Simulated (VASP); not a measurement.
# MnBr3 (Pm-3m) in VASP: a series of runs

The runs below take MnBr3 through single point, with PBE+U.

Everything below comes from runs of VASP 6.6.1. Logs are shortened: lines on timing, memory, paths and dates and some standing lists are left out, and cuts for length are marked.

## Step 1: The cell of the first run

The structure is cubic, space group Pm-3m (No. 221). Conventional cell: a = 5.259 Å, b = 5.259 Å, c = 5.259 Å, α = 90.00°, β = 90.00°, γ = 90.00°. Mn (site symmetry m-3m) has 6 Br at 2.63 Å within 3.5 Å. Within 3.5 Å of Br (site symmetry 4/mmm) lie 2 Mn at 2.63 Å.

## Step 2: Single point, PBE+U, collinear spin, ferrimagnetic start

The input, INCAR:

```
SYSTEM = MnBr3
PREC = Accurate ; ENCUT = 520
EDIFF = 1E-7 ; ISMEAR = 0
SIGMA = 0.05 ; LREAL = .FALSE.
LASPH = .TRUE. ; NELM = 150
ALGO = Normal ; ISIF = 2
LWAVE = .FALSE. ; LCHARG = .FALSE.
ISPIN = 2 ; MAGMOM = 4.84 -0.15 -0.15 -0.15
LORBIT = 11 ; LMAXMIX = 4
LDAU = .TRUE. ; LDAUTYPE = 2
LDAUL = 2 -1 ; LDAUU = 3.9 0
LDAUJ = 0 0 ; LDAUPRINT = 1
GGA = PE ; NBANDS = 29
```

The input, KPOINTS:

```
regular mesh
0
G
  6 6 6
  0 0 0
```

The input, POSCAR:

```
MnBr3
1.0
    5.2587987604      0.0000000000      0.0000000000
    0.0000000000      5.2587987604      0.0000000000
    0.0000000000      0.0000000000      5.2587987604
Mn Br
1 3
Direct
    0.0000000000      0.0000000000      0.0000000000
    0.5000000000      0.0000000000      0.0000000000
    0.0000000000      0.0000000000      0.5000000000
    0.0000000000      0.5000000000      0.0000000000
```

Potentials or basis: VASP PAW PBE potentials, release 64 (Mn_pv, Br).

Launch:

```sh
> cat potpaw_PBE.64/Mn_pv/POTCAR potpaw_PBE.64/Br/POTCAR > POTCAR
> mpirun -np 1 vasp_std > vasp.out
```

OUTCAR:

```text
SYSTEM = MnBr3
   PREC = Accurate
   ENCUT = 520
   EDIFF = 1E-7
   ISMEAR = 0
   LREAL = .FALSE.
   LASPH = .TRUE.
   NELM = 150
   ISIF = 2
   ISPIN = 2
   LORBIT = 11
   GGA = PE

 ion  position               nearest neighbor table
   1  0.000  0.000  0.000-   2 2.63   3 2.63   4 2.63   3 2.63   4 2.63   2 2.63
   2  0.500  0.000  0.000-   1 2.63   1 2.63
   3  0.000  0.000  0.500-   1 2.63   1 2.63
   4  0.000  0.500  0.000-   1 2.63   1 2.63

  LATTYP: Found a simple cubic cell.
 ALAT       =     5.2587987604

  Lattice vectors:

 A1 = (   5.2587987604,   0.0000000000,   0.0000000000)
 A2 = (   0.0000000000,   5.2587987604,   0.0000000000)
 A3 = (   0.0000000000,   0.0000000000,   5.2587987604)

Analysis of symmetry for initial positions (statically):
=====================================================================
 Subroutine PRICEL returns:
 Original cell was already a primitive cell.

 Routine SETGRP: Setting up the symmetry group for a
 simple cubic supercell.

 Subroutine GETGRP returns: Found 48 space group operations
 (whereof 48 operations were pure point group operations)
 out of a pool of 48 trial point group operations.

The static configuration has the point symmetry O_h .

Analysis of symmetry for dynamics (positions and initial velocities):
=====================================================================
 Subroutine PRICEL returns:
 Original cell was already a primitive cell.

 Routine SETGRP: Setting up the symmetry group for a
 simple cubic supercell.

 Subroutine GETGRP returns: Found 48 space group operations
 (whereof 48 operations were pure point group operations)
 out of a pool of 48 trial point group operations.

The dynamic configuration has the point symmetry O_h .

Analysis of structural, dynamic, and magnetic symmetry:
=====================================================================
 Subroutine PRICEL returns:
 Original cell was already a primitive cell.

 Routine SETGRP: Setting up the symmetry group for a
 simple cubic supercell.

 Subroutine GETGRP returns: Found 48 space group operations
 (whereof 48 operations were pure point group operations)
 out of a pool of 48 trial point group operations.

The overall configuration has the point symmetry O_h .

 Subroutine INISYM returns: Found 48 space group operations
 (whereof 48 operations are pure point group operations),
 and found     1 'primitive' translations

----------------------------------------------------------------------------------------

                                     Primitive cell

  volume of cell :     145.4319

  direct lattice vectors                    reciprocal lattice vectors
     5.258798760  0.000000000  0.000000000     0.190157495  0.000000000  0.000000000
     0.000000000  5.258798760  0.000000000     0.000000000  0.190157495  0.000000000
     0.000000000  0.000000000  5.258798760     0.000000000  0.000000000  0.190157495

  length of vectors
     5.258798760  5.258798760  5.258798760     0.190157495  0.190157495  0.190157495

  position of ions in fractional coordinates (direct lattice)
     0.000000000  0.000000000  0.000000000
     0.500000000  0.000000000  0.000000000
     0.000000000  0.000000000  0.500000000
     0.000000000  0.500000000  0.000000000

  ion indices of the primitive-cell ions
   primitive index   ion index
                 1           1
                 2           2
                 3           3
                 4           4

----------------------------------------------------------------------------------------

 KPOINTS: regular mesh
[... 78 lines left out ...]
   ISMEAR =     0;   SIGMA  =   0.05  broadening in eV -4-tet -1-fermi 0-gaus
   EFERMI_NEDOS =   21; number of points for ismear=-14 and -15
   IALGO  =     38    algorithm
   IMIX   =      4    mixing-type and parameters
     AMIX     =   0.40;   BMIX     =  1.00
     AMIX_MAG =   1.60;   BMIX_MAG =  1.00
  volume/ion in A,a.u.               =      36.36       245.36
  Fermi-wavevector in a.u.,A,eV,Ry     =   1.008512  1.905812 13.838449  1.017097
  Thomas-Fermi vector in A             =   2.141384
   LORBIT       =     11    0 simple, 1 ext, 2 COOP (PROOUT), +10 PAW based schemes
 LDA+U is selected, type is set to LDAUTYPE =  2
   angular momentum for each species LDAUL =     2   -1
   U (eV)           for each species LDAUU =   3.9  0.0
   J (eV)           for each species LDAUJ =   0.0  0.0
   GGA     = PE    functional components
   LHFCALC =     F    Hartree Fock is set to
   AEXX    =    0.0000 exact exchange contribution
   IVDW    =     0    specifies the selected vdW correction
   LEPSILON=     F    determine dielectric tensor
   LRPA    =     F    only Hartree local field effects (RPA)
 spin polarized calculation
 Gauss-broadening in eV      SIGMA  =   0.05
  energy-cutoff  :      520.00
  volume of cell :      145.43
 maximum number of plane-waves:      3948
 NGX is ok and might be reduce to    40
   NGX = 19   NGY = 19   NGZ = 19

atom =   1  type =  1  l = 2

 onsite density matrix

spin component  1

  0.9426 -0.0000 -0.0000 -0.0000  0.0000
 -0.0000  0.9426 -0.0000 -0.0000  0.0000
 -0.0000 -0.0000  0.8953 -0.0000  0.0000
 -0.0000 -0.0000 -0.0000  0.9426 -0.0000
  0.0000  0.0000  0.0000 -0.0000  0.8953

spin component  2

  0.0248 -0.0000  0.0000  0.0000 -0.0000
 -0.0000  0.0248  0.0000  0.0000 -0.0000
  0.0000  0.0000  0.0810  0.0000 -0.0000
  0.0000  0.0000  0.0000  0.0248  0.0000
 -0.0000 -0.0000 -0.0000  0.0000  0.0810

 occupancies and eigenvectors

  o =  0.0248  v =  0.0000  0.0000  0.0000  0.0000  0.0000  0.0000 -1.0000  0.0000 -0.0031 -0.0000      0.0000  0.0000  0.0000  0.0000  0.0000  0.0000  0.0000  0.0000  0.0000  0.0000
  o =  0.0248  v =  0.0000  0.0000  0.0000  0.0000  0.0000  1.0000  0.0000  0.0000  0.0000  0.0000      0.0000  0.0000  0.0000  0.0000  0.0000  0.0000  0.0000  0.0000  0.0000  0.0000
  o =  0.0248  v =  0.0000  0.0000  0.0000  0.0000  0.0000  0.0000 -0.0031  0.0000  1.0000  0.0000      0.0000  0.0000  0.0000  0.0000  0.0000  0.0000  0.0000  0.0000  0.0000  0.0000
  o =  0.0810  v =  0.0000  0.0000  0.0000  0.0000  0.0000  0.0000  0.0000 -0.0935  0.0000 -0.9956      0.0000  0.0000  0.0000  0.0000  0.0000  0.0000  0.0000  0.0000  0.0000  0.0000
  o =  0.0810  v =  0.0000  0.0000  0.0000  0.0000  0.0000  0.0000 -0.0000 -0.9956  0.0000  0.0935      0.0000  0.0000  0.0000  0.0000  0.0000  0.0000  0.0000  0.0000  0.0000  0.0000
  o =  0.8953  v =  0.0000  0.0000 -0.9985  0.0000 -0.0545  0.0000  0.0000  0.0000  0.0000  0.0000      0.0000  0.0000  0.0000  0.0000  0.0000  0.0000  0.0000  0.0000  0.0000  0.0000
  o =  0.8953  v =  0.0000  0.0000 -0.0545 -0.0000  0.9985  0.0000  0.0000  0.0000  0.0000  0.0000      0.0000  0.0000  0.0000  0.0000  0.0000  0.0000  0.0000  0.0000  0.0000  0.0000
  o =  0.9426  v =  1.0000  0.0000  0.0000  0.0000  0.0000  0.0000  0.0000  0.0000  0.0000  0.0000      0.0000  0.0000  0.0000  0.0000  0.0000  0.0000  0.0000  0.0000  0.0000  0.0000
  o =  0.9426  v =  0.0000  0.0172 -0.0000 -0.9999 -0.0000  0.0000  0.0000  0.0000  0.0000  0.0000      0.0000  0.0000  0.0000  0.0000  0.0000  0.0000  0.0000  0.0000  0.0000  0.0000
  o =  0.9426  v =  0.0000  0.9999  0.0000  0.0172 -0.0000  0.0000  0.0000  0.0000  0.0000  0.0000      0.0000  0.0000  0.0000  0.0000  0.0000  0.0000  0.0000  0.0000  0.0000  0.0000

 number of electron      33.9999987 magnetization       4.1669184

 Free energy of the ion-electron system (eV)
  ---------------------------------------------------
  ext. energy  EPLUGINS =         0.00000000
  ---------------------------------------------------
  free energy    TOTEN  =       -14.40064796 eV

  energy without entropy =      -14.39638955  energy(sigma->0) =      -14.39851875

 E-fermi :  -1.1507     XC(G=0):  -7.2646

 val. band max:       -1.1839582356   @ k =   0.3333   0.3333   0.3333
 cond. band min:      -1.1468424847   @ k =   0.5000   0.5000   0.3333
 fundamental gap:      0.0371157509
 Fermi energy:        -1.1507151450

 spin component 1

 k-point     1 :       0.0000    0.0000    0.0000
  band No.  band energies     occupation
      1     -51.4288      1.00000
      2     -51.4288      1.00000
      3     -51.4288      1.00000
      4     -15.0841      1.00000
      5     -14.3689      1.00000
      6     -14.3689      1.00000
[... 629 lines left out ...]
     28      10.0866      0.00000
     29      10.1030      0.00000
 Fermi energy:        -1.1507151450

 spin component 2

 k-point     1 :       0.0000    0.0000    0.0000
  band No.  band energies     occupation
      1     -46.6558      1.00000
      2     -46.6558      1.00000
      3     -46.6558      1.00000
      4     -15.1867      1.00000
      5     -14.4581      1.00000
      6     -14.4581      1.00000
[... 629 lines left out ...]
     28      10.0438      0.00000
     29      10.2264      0.00000

------------------------ aborting loop because EDIFF is reached ----------------------------------------

  FORCE on cell =-STRESS in cart. coord.  units (eV):
  Direction    XX          YY          ZZ          XY          YZ          ZX
  --------------------------------------------------------------------------------------
  -------------------------------------------------------------------------------------
  Total       -0.2385479     -0.2385479     -0.2385479     -0.0000000      0.0000000      0.0000000
  in kB       -2.6280075     -2.6280075     -2.6280075     -0.0000000      0.0000000      0.0000000
  external PRESSURE =      -2.6280075 kB  Pullay stress =       0.0000000 kB

 VOLUME and BASIS-vectors are now :
 -----------------------------------------------------------------------------
  energy-cutoff  :      520.00
  volume of cell :      145.43
      direct lattice vectors                 reciprocal lattice vectors
     5.258798760  0.000000000  0.000000000     0.190157495  0.000000000  0.000000000
     0.000000000  5.258798760  0.000000000     0.000000000  0.190157495  0.000000000
     0.000000000  0.000000000  5.258798760     0.000000000  0.000000000  0.190157495

 POSITION                                       TOTAL-FORCE (eV/Angst)
 -----------------------------------------------------------------------------------
      0.00000      0.00000      0.00000         0.000000      0.000000      0.000000
      2.62940      0.00000      0.00000         0.000000      0.000000      0.000000
      0.00000      0.00000      2.62940         0.000000      0.000000      0.000000
      0.00000      2.62940      0.00000         0.000000      0.000000      0.000000
 -----------------------------------------------------------------------------------
    total drift:                               -0.000000     -0.000000     -0.000000

  FREE ENERGIE OF THE ION-ELECTRON SYSTEM (eV)
  ---------------------------------------------------
  free  energy   TOTEN  =       -14.4006479568 eV

  energy  without entropy=      -14.3963895519  energy(sigma->0) =      -14.39851875

 total charge

# of ion       s       p       d       tot
------------------------------------------
    1        0.217   6.163   4.838  11.218
    2        1.614   3.208   0.010   4.832
    3        1.614   3.208   0.010   4.832
    4        1.614   3.208   0.010   4.832
--------------------------------------------------
tot          5.058  15.787   4.869  25.715

 magnetization (x)

# of ion       s       p       d       tot
------------------------------------------
    1        0.044   0.033   4.373   4.450
    2        0.000  -0.137   0.004  -0.133
    3        0.000  -0.137   0.004  -0.133
    4        0.000  -0.137   0.004  -0.133
--------------------------------------------------
tot          0.045  -0.379   4.386   4.052
```

Wall time 2.8 min (1 thread of Intel Xeon Platinum 8375C at 2.90GHz (Ice Lake), shared host); peak memory 0.36 GiB.

Results:

```
Free energy                                           : -14.4006 eV
Pressure                                              : -0.3 GPa
Net moment                                            : 4.17 μB per cell
Site moments                                          : Mn +4.45; Br -0.13 μB
Valence electrons inside the program's atomic spheres : Mn 11.22; Br 4.83
```

Eigenvalues of the final occupation matrices:
```
    site  spin  trace               eigenvalues
site 1 d     1   4.62  0.90 0.90 0.94 0.94 0.94
site 1 d     2   0.24  0.02 0.02 0.02 0.08 0.08
```

## Step 3: Single point, PBE+U, collinear spin, ferrimagnetic start

The input, INCAR:

```
ALGO = Normal ; EDIFF = 1E-6
ENCUT = 520 ; GGA = PE
ISIF = 2 ; ISMEAR = 0
ISPIN = 2 ; LASPH = T
LCHARG = T ; LDAU = T
LDAUJ = 0 0 ; LDAUL = 2 -1
LDAUPRINT = 1 ; LDAUTYPE = 2
LDAUU = 3.9 0 ; LELF = T
LMAXMIX = 4 ; LORBIT = 11
LREAL = F ; LVHAR = T
LWAVE = F ; MAGMOM = 4.84 -0.15 -0.15 -0.15
NBANDS = 29 ; NELM = 150
PREC = Accurate ; SIGMA = 0.05
```

The input, KPOINTS:

```
k-points
0
Gamma
  6 6 6
```

The input, POSCAR:

```
MnBr3
1.0
    5.2616095720      0.0000000000      0.0000000000
    0.0000000000      5.2616095720      0.0000000000
    0.0000000000      0.0000000000      5.2616095720
Mn Br
1 3
Direct
    0.0000000000      0.0000000000      0.0000000000
    0.5000000000      0.0000000000      0.0000000000
    0.0000000000      0.0000000000      0.5000000000
    0.0000000000      0.5000000000      0.0000000000
```

Potentials or basis: VASP PAW PBE potentials, release 64 (Mn_pv, Br).

Launch:

```sh
> cat potpaw_PBE.64/Mn_pv/POTCAR potpaw_PBE.64/Br/POTCAR > POTCAR
> mpirun -np 1 vasp_std > vasp.out
```

OUTCAR:

```text
EDIFF = 1E-6
   ENCUT = 520
   GGA = PE
   ISIF = 2
   ISMEAR = 0
   ISPIN = 2
   LASPH = T
   LORBIT = 11
   LREAL = F
   NELM = 150
   PREC = Accurate

 ion  position               nearest neighbor table
   1  0.000  0.000  0.000-   2 2.63   3 2.63   4 2.63   3 2.63   4 2.63   2 2.63
   2  0.500  0.000  0.000-   1 2.63   1 2.63
   3  0.000  0.000  0.500-   1 2.63   1 2.63
   4  0.000  0.500  0.000-   1 2.63   1 2.63

  LATTYP: Found a simple cubic cell.
 ALAT       =     5.2616095720
[... 1536 lines left out ...]
  energy-cutoff  :      520.00
  volume of cell :      145.67
      direct lattice vectors                 reciprocal lattice vectors
     5.261609572  0.000000000  0.000000000     0.190055911  0.000000000  0.000000000
     0.000000000  5.261609572  0.000000000     0.000000000  0.190055911  0.000000000
     0.000000000  0.000000000  5.261609572     0.000000000  0.000000000  0.190055911

 POSITION                                       TOTAL-FORCE (eV/Angst)
 -----------------------------------------------------------------------------------
      0.00000      0.00000      0.00000         0.000000      0.000000      0.000000
      2.63080      0.00000      0.00000         0.000000      0.000000      0.000000
      0.00000      0.00000      2.63080         0.000000      0.000000      0.000000
      0.00000      2.63080      0.00000         0.000000      0.000000      0.000000
 -----------------------------------------------------------------------------------
    total drift:                               -0.000000     -0.000000     -0.000000

  FREE ENERGIE OF THE ION-ELECTRON SYSTEM (eV)
  ---------------------------------------------------
  free  energy   TOTEN  =       -14.4002530267 eV

  energy  without entropy=      -14.3959731640  energy(sigma->0) =      -14.39811310

 total charge

# of ion       s       p       d       tot
------------------------------------------
    1        0.217   6.162   4.838  11.217
    2        1.614   3.208   0.010   4.832
    3        1.614   3.208   0.010   4.832
    4        1.614   3.208   0.010   4.832
--------------------------------------------------
tot          5.058  15.786   4.869  25.713

 magnetization (x)

# of ion       s       p       d       tot
------------------------------------------
    1        0.044   0.033   4.375   4.452
    2        0.000  -0.138   0.004  -0.133
    3        0.000  -0.138   0.004  -0.133
    4        0.000  -0.138   0.004  -0.133
--------------------------------------------------
tot          0.045  -0.381   4.388   4.052
```

OSZICAR:

```text
N       E                     dE             d eps       ncg     rms          rms(c)
DAV:   1     0.246767154185E+03    0.24677E+03   -0.16016E+04  2640   0.997E+02
DAV:   2     0.678421025298E+01   -0.23998E+03   -0.22720E+03  2739   0.242E+02
DAV:   3    -0.157928196348E+02   -0.22577E+02   -0.22304E+02  2899   0.763E+01
DAV:   4    -0.161558031723E+02   -0.36298E+00   -0.36268E+00  2708   0.107E+01
DAV:   5    -0.161600531992E+02   -0.42500E-02   -0.42497E-02  2921   0.124E+00    0.130E+01
DAV:   6    -0.143868334983E+02    0.17732E+01   -0.11893E+01  2595   0.380E+01    0.198E+01
DAV:   7    -0.143614411042E+02    0.25392E-01   -0.36831E+00  2495   0.169E+01    0.762E+00
DAV:   8    -0.144031992773E+02   -0.41758E-01   -0.20596E-01  2755   0.317E+00    0.437E+00
DAV:   9    -0.143878015794E+02    0.15398E-01   -0.12872E-01  2566   0.276E+00    0.109E+00
DAV:  10    -0.143978674648E+02   -0.10066E-01   -0.20673E-02  2545   0.100E+00    0.262E-01
DAV:  11    -0.143999715797E+02   -0.21041E-02   -0.33310E-03  2445   0.524E-01    0.208E-01
DAV:  12    -0.144002428804E+02   -0.27130E-03   -0.44179E-04  2631   0.147E-01    0.685E-02
DAV:  13    -0.144002522489E+02   -0.93685E-05   -0.72605E-05  2535   0.571E-02    0.450E-02
DAV:  14    -0.144002565616E+02   -0.43127E-05   -0.16036E-05  2659   0.250E-02    0.921E-03
DAV:  15    -0.144002547366E+02    0.18250E-05   -0.28566E-06  2464   0.107E-02    0.462E-03
DAV:  16    -0.144002533222E+02    0.14144E-05   -0.26739E-06  2348   0.889E-03    0.368E-03
DAV:  17    -0.144002530267E+02    0.29542E-06   -0.34822E-07  2065   0.417E-03
   1 F= -.14400253E+02 E0= -.14398113E+02  d E =-.427986E-02  mag=     4.1662
```

stdout:

```text
POSCAR found type information on POSCAR MnBr
 POSCAR found :  2 types and       4 ions
 scaLAPACK will be used
 LDA part: xc-table for (Slater+PW92), standard interpolation
 POSCAR, INCAR and KPOINTS ok, starting setup
 FFT: planning ... GRIDC
 FFT: planning ... GRID_SOFT
 FFT: planning ... GRID
 WAVECAR not read
 entering main loop
```

It took 2.5 min on 1 thread of Intel Xeon Platinum 8375C at 2.90GHz (Ice Lake), shared host; peak memory 0.35 GiB.

Results:

```
Free energy                                           : -14.4003 eV
Pressure                                              : -0.3 GPa
Net moment                                            : 4.17 μB per cell
Site moments                                          : Mn +4.45; Br -0.13 μB
Valence electrons inside the program's atomic spheres : Mn 11.22; Br 4.83
```

Eigenvalues of the final occupation matrices:
```csv
site,spin,trace,eigenvalues
site 1 d,1,4.62,0.90 0.90 0.94 0.94 0.94
site 1 d,2,0.24,0.02 0.02 0.02 0.08 0.08
```
